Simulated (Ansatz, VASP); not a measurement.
One calculation of ZnS, two programs

```xyz
2
Lattice="0.0000 2.0737 2.0737 2.0737 0.0000 2.0737 2.0737 2.0737 0.0000" Properties=species:S:1:pos:R:3 pbc="T T T"
Zn    0.0000    0.0000    0.0000
S     2.0737    2.0737    2.0737
```

Change from the starting cell: volume scaled by 0.55, PAW files.

Alike in both runs: task single point; functional r2SCAN; k mesh 16 × 16 × 16; occupations fermi-dirac, width 0.08 eV; no spin polarisation.

|  | VASP | Ansatz |
| --- | --- | --- |
| version | VASP 6.6.1 | Ansatz 0.2.0 |
| potentials or method | VASP PAW PBE potentials, release 64 (Zn, S) | PAW with Ansatz's default frozen-core files, scalar-relativistic |
| plane-wave cutoff (eV) | 520 | 500 |
| valence electrons in the cell | 18 | 18 |

Ansatz gave:

```
pressure (GPa) : 214.0
```

Q: Which values does VASP return?

A: Pressure (GPa): 217.3.

VASP's potentials were made for PBE, not for r2SCAN. Both programs put the cell under a high pressure, so it lies far from rest at this level. With one functional, cell and mesh, what is left measures potentials, basis and numerics.

Noted on VASP's run: the cell as given lies far from equilibrium.
